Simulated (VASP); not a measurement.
# Y (R-3m) in VASP: notebook

Y is run at these levels: PBE; tasks: single point.

Program: VASP 6.6.1. These are calculated values, not measurements. Logs are shortened: lines on timing, memory, paths and dates and some standing lists are left out, and cuts for length are marked.

**1. The cell of the first run**

The structure is trigonal, space group R-3m (No. 166). The conventional cell has a = 3.616 Å, b = 3.616 Å, c = 25.868 Å, α = 90.00°, β = 90.00°, γ = 120.00°. Within 4.7 Å of Y (site symmetry -3m) lie 12 Y at 3.56 to 3.62 Å. Within 4.6 Å of Y (site symmetry 3m) lie 12 Y at 3.54 to 3.62 Å.

**2. Single point, PBE**

Input file INCAR:

```
SYSTEM = Y
PREC = Accurate
ENCUT = 520
EDIFF = 1E-6
ISMEAR = 0
SIGMA = 0.1
LREAL = .FALSE.
LASPH = .TRUE.
NELM = 100
ALGO = Normal
ISIF = 2
LWAVE = .FALSE.
LCHARG = .TRUE.
GGA = PE
LELF = .TRUE.
LVHAR = .TRUE.
NBANDS = 24
```

Input file KPOINTS:

```
regular mesh
0
G
  15 15 15
  0 0 0
```

Input file POSCAR:

```
Y
1.0
    1.8077881241      1.0437269601      8.6227571094
   -1.8077881241      1.0437269601      8.6227571094
    0.0000000000     -2.0874539201      8.6227571094
Y
3
Direct
    0.0000000000      0.0000000000      0.0000000000
    0.2218114029      0.2218114029      0.2218114029
    0.7781885971      0.7781885971      0.7781885971
```

Potentials or basis: VASP PAW PBE potentials, release 64 (Y_sv).

On the command line:

```bash
cat potpaw_PBE.64/Y_sv/POTCAR > POTCAR
mpirun -np 1 vasp_std > vasp.out
```

OUTCAR:

```text
SYSTEM = Y
   PREC = Accurate
   ENCUT = 520
   EDIFF = 1E-6
   ISMEAR = 0
   LREAL = .FALSE.
   LASPH = .TRUE.
   NELM = 100
   ISIF = 2
   GGA = PE

 ion  position               nearest neighbor table
   1  0.000  0.000  0.000-   3 3.56   2 3.56   3 3.56   3 3.56   2 3.56   2 3.56
   2  0.222  0.222  0.222-   3 3.54   3 3.54   3 3.54   1 3.56   1 3.56   1 3.56
   3  0.778  0.778  0.778-   2 3.54   2 3.54   2 3.54   1 3.56   1 3.56   1 3.56

  LATTYP: Found a trigonal (rhomboedric) cell.
 ALAT       =     8.8718320564
 COS(alpha) =     0.9169578796

  Lattice vectors:

 A1 = (   1.8077881241,   1.0437269601,   8.6227571094)
 A2 = (  -1.8077881241,   1.0437269601,   8.6227571094)
 A3 = (   0.0000000000,  -2.0874539201,   8.6227571094)

Analysis of symmetry for initial positions (statically):
=====================================================================
 Subroutine PRICEL returns:
 Original cell was already a primitive cell.

 Routine SETGRP: Setting up the symmetry group for a
 trigonal (rhombohedral) supercell.

 Subroutine GETGRP returns: Found 12 space group operations
 (whereof 12 operations were pure point group operations)
 out of a pool of 12 trial point group operations.

The static configuration has the point symmetry D_3d.

Analysis of symmetry for dynamics (positions and initial velocities):
=====================================================================
 Subroutine PRICEL returns:
 Original cell was already a primitive cell.

 Routine SETGRP: Setting up the symmetry group for a
 trigonal (rhombohedral) supercell.

 Subroutine GETGRP returns: Found 12 space group operations
 (whereof 12 operations were pure point group operations)
 out of a pool of 12 trial point group operations.

The dynamic configuration has the point symmetry D_3d.

 Subroutine INISYM returns: Found 12 space group operations
 (whereof 12 operations are pure point group operations),
 and found     1 'primitive' translations

----------------------------------------------------------------------------------------

                                     Primitive cell

  volume of cell :      97.6184

  direct lattice vectors                    reciprocal lattice vectors
     1.807788124  1.043726960  8.622757109     0.276581085  0.159684164  0.038657396
    -1.807788124  1.043726960  8.622757109    -0.276581085  0.159684164  0.038657396
     0.000000000 -2.087453920  8.622757109     0.000000000 -0.319368327  0.038657396

  length of vectors
     8.871832056  8.871832056  8.871832056     0.321699429  0.321699429  0.321699429

  position of ions in fractional coordinates (direct lattice)
     0.000000000  0.000000000  0.000000000
     0.221811403  0.221811403  0.221811403
     0.778188597  0.778188597  0.778188597

  ion indices of the primitive-cell ions
   primitive index   ion index
                 1           1
                 2           2
                 3           3

----------------------------------------------------------------------------------------

 KPOINTS: regular mesh

Automatic generation of k-mesh.
 Grid dimensions read from file:
 generate k-points for:   15   15   15

 Generating k-lattice:

  Cartesian coordinates                     Fractional coordinates (reciprocal lattice)
     0.018438739  0.010645611  0.002577160     0.066666667  0.000000000  0.000000000
    -0.018438739  0.010645611  0.002577160     0.000000000  0.066666667  0.000000000
     0.000000000 -0.021291222  0.002577160    -0.000000000 -0.000000000  0.066666667

  Length of vectors
     0.021446629  0.021446629  0.021446629

  Shift w.r.t. Gamma in fractional coordinates (k-lattice)
     0.000000000  0.000000000  0.000000000

 Subroutine IBZKPT returns following result:
 ===========================================

 Found    344 irreducible k-points:

 Following reciprocal coordinates:
            Coordinates               Weight
  0.000000  0.000000  0.000000      1.000000
  0.066667 -0.000000  0.000000      6.000000
  0.133333  0.000000  0.000000      6.000000
  0.200000  0.000000  0.000000      6.000000
  0.266667  0.000000  0.000000      6.000000
  0.333333 -0.000000 -0.000000      6.000000
[... 16 lines left out ...]
  0.133333  0.133333  0.000000      6.000000
  0.200000  0.133333 -0.000000     12.000000
 [... further k-points ...]
   k-points           NKPTS =    344   k-points in BZ     NKDIM =    344   number of bands    NBANDS=     24
   number of dos      NEDOS =    301   number of ions     NIONS =      3
   total plane-waves  NPLWV = 343000
   dimension x,y,z NGX =    70 NGY =   70 NGZ =   70
   dimension x,y,z NGXF=   140 NGYF=  140 NGZF=  140
   ions per type =               3
   NGX,Y,Z   is equivalent  to a cutoff of  13.12, 13.12, 13.12 a.u.
   NGXF,Y,Z  is equivalent  to a cutoff of  26.23, 26.23, 26.23 a.u.
 SYSTEM =  Y
   PREC   = accura    normal or accurate (medium, high low for compatibility)
   ISTART =      0    job   : 0-new  1-cont  2-samecut
   ICHARG =      2    charge: 1-file 2-atom 10-const
   ISPIN  =      1    spin polarized calculation?
   LNONCOLLINEAR =      F non collinear calculations
   LSORBIT =      F    spin-orbit coupling
   LASPH  =      T    aspherical Exc in radial PAW
   ENCUT  =  520.0 eV  38.22 Ry    6.18 a.u.  16.50 16.50 16.50*2*pi/ulx,y,z
   NELM   =    100;   NELMIN=  2; NELMDL= -5     # of ELM steps
   EDIFF  = 0.1E-05   stopping-criterion for ELM
   LREAL  =      F    real-space projection
   EDIFFG = 0.1E-04   stopping-criterion for IOM
   NSW    =      0    number of steps for IOM
   IBRION =     -1    ionic relax: 0-MD 1-quasi-New 2-CG
   NFREE  =      0    steps in history (QN), initial steepest desc. (CG)
   ISIF   =      2    stress and relaxation
   ISYM   =      2    0-nonsym 1-usesym 2-fastsym
   POTIM  = 0.5000    time-step for ionic-motion
   TEBEG  =    0.0;   TEEND  =   0.0 temperature during run
   PSTRESS=    0.0 pullay stress
   NELECT =      33.0000    total number of electrons
   NUPDOWN=      -1.0000    fix difference up-down
   EMIN   =  10.00;   EMAX   =-10.00  energy-range for DOS
   EFERMI =   0.00;   METHOD = LEGACY
   ISMEAR =     0;   SIGMA  =   0.10  broadening in eV -4-tet -1-fermi 0-gaus
   EFERMI_NEDOS =   21; number of points for ismear=-14 and -15
   IALGO  =     38    algorithm
   IMIX   =      4    mixing-type and parameters
     AMIX     =   0.40;   BMIX     =  1.00
     AMIX_MAG =   1.60;   BMIX_MAG =  1.00
  volume/ion in A,a.u.               =      32.54       219.59
  Fermi-wavevector in a.u.,A,eV,Ry     =   1.140431  2.155101 17.695492  1.300582
  Thomas-Fermi vector in A             =   2.277133
   LORBIT       =      0    0 simple, 1 ext, 2 COOP (PROOUT), +10 PAW based schemes
   GGA     = PE    functional components
   LHFCALC =     F    Hartree Fock is set to
   AEXX    =    0.0000 exact exchange contribution
   IVDW    =     0    specifies the selected vdW correction
   LEPSILON=     F    determine dielectric tensor
   LRPA    =     F    only Hartree local field effects (RPA)
 non-spin polarized calculation
 Gauss-broadening in eV      SIGMA  =   0.10
  energy-cutoff  :      520.00
  volume of cell :       97.62
 maximum number of plane-waves:      2657
 NGX is ok and might be reduce to    70
   NGX = 33   NGY = 33   NGZ = 33

 number of electron      32.9999999 magnetization

 Free energy of the ion-electron system (eV)
  ---------------------------------------------------
  ext. energy  EPLUGINS =         0.00000000
  ---------------------------------------------------
  free energy    TOTEN  =       -19.30316928 eV

  energy without entropy =      -19.27991923  energy(sigma->0) =      -19.29154426

 E-fermi :   3.0756     XC(G=0):  -9.4613

 val. band max:        3.0741801830   @ k =  -0.4667  -0.4667   0.1333
 cond. band min:       3.0764197689   @ k =  -0.2000   0.0667   0.0667
 fundamental gap:      0.0022395860
 Fermi energy:         3.0755784366

 k-point     1 :       0.0000    0.0000    0.0000
  band No.  band energies     occupation
      1     -39.6067      2.00000
      2     -39.5563      2.00000
      3     -39.5388      2.00000
      4     -19.7404      2.00000
      5     -19.7402      2.00000
      6     -19.3844      2.00000
[... 16 lines left out ...]
     23       5.1987      0.00000
     24       5.1987      0.00000

 k-point     2 :       0.0667   -0.0000    0.0000
  band No.  band energies     occupation
      1     -39.6044      2.00000
      2     -39.5550      2.00000
      3     -39.5374      2.00000
      4     -19.7486      2.00000
      5     -19.7263      2.00000
      6     -19.4002      2.00000
[... 16 lines left out ...]
     23       5.2064      0.00000
     24       5.2614      0.00000

 k-point     3 :       0.1333    0.0000    0.0000
  band No.  band energies     occupation
      1     -39.5978      2.00000
      2     -39.5513      2.00000
      3     -39.5336      2.00000
      4     -19.7497      2.00000
      5     -19.7123      2.00000
      6     -19.4447      2.00000
[... 16 lines left out ...]
     23       5.3667      0.00000
     24       5.4019      0.00000

 k-point     4 :       0.2000    0.0000    0.0000
  band No.  band energies     occupation
      1     -39.5879      2.00000
      2     -39.5458      2.00000
      3     -39.5282      2.00000
      4     -19.7458      2.00000
      5     -19.7086      2.00000
      6     -19.5101      2.00000
[... 16 lines left out ...]
     23       5.5138      0.00000
     24       5.6074      0.00000

 k-point     5 :       0.2667    0.0000    0.0000
  band No.  band energies     occupation
      1     -39.5763      2.00000
      2     -39.5392      2.00000
      3     -39.5225      2.00000
      4     -19.7462      2.00000
      5     -19.7264      2.00000
      6     -19.5847      2.00000
[... 16 lines left out ...]
     23       5.8504      0.00000
     24       6.0798      0.00000

 k-point     6 :       0.3333   -0.0000   -0.0000
  band No.  band energies     occupation
      1     -39.5649      2.00000
      2     -39.5326      2.00000
      3     -39.5176      2.00000
      4     -19.7716      2.00000
      5     -19.7558      2.00000
      6     -19.6572      2.00000
[... 16 lines left out ...]
     23       6.2596      0.00000
     24       6.5312      0.00000
[... 379 lines left out ...]
 k-point    21 :      -0.1333    0.0667    0.0000
  band No.  band energies     occupation
      1     -39.5918      2.00000
      2     -39.5474      2.00000
      3     -39.5306      2.00000
      4     -19.7355      2.00000
      5     -19.7211      2.00000
      6     -19.4746      2.00000
[... 16 lines left out ...]
     23       5.4766      0.00000
     24       5.5299      0.00000

 k-point    22 :      -0.0667    0.0667    0.0000
  band No.  band energies     occupation
      1     -39.6000      2.00000
      2     -39.5522      2.00000
      3     -39.5351      2.00000
      4     -19.7333      2.00000
      5     -19.7332      2.00000
      6     -19.4255      2.00000
[... 16 lines left out ...]
     23       5.3414      0.00000
     24       5.3809      0.00000

 k-point    23 :       0.1333    0.1333    0.0000
  band No.  band energies     occupation
      1     -39.5974      2.00000
      2     -39.5526      2.00000
      3     -39.5327      2.00000
      4     -19.7692      2.00000
      5     -19.6900      2.00000
      6     -19.4378      2.00000
[... 16 lines left out ...]
     23       5.4291      0.00000
     24       5.4839      0.00000

 k-point    24 :       0.2000    0.1333   -0.0000
  band No.  band energies     occupation
      1     -39.5911      2.00000
      2     -39.5496      2.00000
      3     -39.5290      2.00000
      4     -19.7673      2.00000
      5     -19.6848      2.00000
      6     -19.4703      2.00000
[... 16 lines left out ...]
     23       5.4314      0.00000
     24       5.6411      0.00000

 [... further k-points ...]
[... 5 lines left out ...]
  --------------------------------------------------------------------------------------
  -------------------------------------------------------------------------------------
  Total       -0.0707493     -0.0707493     -0.0639580      0.0000000     -0.0000000      0.0000000
  in kB       -1.1611833     -1.1611833     -1.0497206      0.0000000     -0.0000000      0.0000000
  external PRESSURE =      -1.1240291 kB  Pullay stress =       0.0000000 kB

 VOLUME and BASIS-vectors are now :
 -----------------------------------------------------------------------------
  energy-cutoff  :      520.00
  volume of cell :       97.62
      direct lattice vectors                 reciprocal lattice vectors
     1.807788124  1.043726960  8.622757109     0.276581085  0.159684164  0.038657396
    -1.807788124  1.043726960  8.622757109    -0.276581085  0.159684164  0.038657396
     0.000000000 -2.087453920  8.622757109     0.000000000 -0.319368327  0.038657396

 POSITION                                       TOTAL-FORCE (eV/Angst)
 -----------------------------------------------------------------------------------
      0.00000      0.00000      0.00000         0.000000      0.000000      0.000000
      0.00000      0.00000      5.73788         0.000000      0.000000      0.005438
      0.00000      0.00000     20.13039         0.000000     -0.000000     -0.005438
 -----------------------------------------------------------------------------------
    total drift:                                0.000000     -0.000000      0.000000

  FREE ENERGIE OF THE ION-ELECTRON SYSTEM (eV)
  ---------------------------------------------------
  free  energy   TOTEN  =       -19.3031692843 eV

  energy  without entropy=      -19.2799192298  energy(sigma->0) =      -19.29154426
```

Run time: 44 min. Hardware: 1 thread of Intel Xeon 6975P-C (Granite Rapids), shared host; peak memory 1.2 GiB.

What came out:

```yaml
Free_energy: -19.3032 eV
Pressure: -0.1 GPa
Largest_force: 0.005 eV/Å
```

Forces in eV/Å, atoms in the order of the input:
```
Y    0.000  0.000  0.000
Y    0.000  0.000  0.005
Y    0.000  0.000 -0.005
```

Levels at points of the mesh, in eV from the Fermi level:
```csv
k point,band 14,band 15,band 16,band 17,band 18,band 19,band 20,band 21
"(0.00, 0.00, 0.00)",-2.57,-2.55,0.55,0.65,1.60,1.60,1.82,1.82
```

**3. Single point, PBE (volume scaled by 0.94, then relaxed in part)**

Input file INCAR:

```
PREC = Accurate ; ENCUT = 520
EDIFF = 1E-6 ; ISMEAR = 0
SIGMA = 0.1 ; LREAL = F
LASPH = T ; NELM = 100
ALGO = Normal ; ISIF = 2
LWAVE = F ; LCHARG = F
GGA = PE ; NBANDS = 24
```

Input file KPOINTS:

```
regular mesh
0
Gamma
  15 15 15
```

Input file POSCAR:

```
Y
1.0
    1.7703714189      1.0221244153      8.4516262858
   -1.7703714189      1.0221244153      8.4516262858
    0.0000000000     -2.0442488306      8.4516262858
Y
3
Direct
    0.0000000000      0.0000000000      0.0000000000
    0.2219812117      0.2219812117      0.2219812117
    0.7780187883      0.7780187883      0.7780187883
```

Potentials or basis: VASP PAW PBE potentials, release 64 (Y_sv).

On the command line:

```bash
cat potpaw_PBE.64/Y_sv/POTCAR > POTCAR
mpirun -np 1 vasp_std > vasp.out
```

Run time: 43 min. Hardware: 1 thread of Intel Xeon 6975P-C (Granite Rapids), shared host; peak memory 1.2 GiB.

It converged, with:

```
Free energy   : -19.2597 eV
Pressure      : 2.6 GPa
Largest force : 0.004 eV/Å
```

Forces on the atoms (eV/Å):
```
Y    0.000  0.000  0.000
Y    0.000  0.000  0.004
Y    0.000  0.000 -0.004
```

Stress tensor (GPa, compression positive):
```
2.54 0.00 0.00
0.00 2.54 0.00
0.00 0.00 2.63
```

Levels at points of the mesh, in eV from the Fermi level:
```csv
k point,band 15,band 16,band 17,band 18,band 19,band 20
"(0.00, 0.00, 0.00)",-2.57,0.62,0.70,1.65,1.65,1.88
```
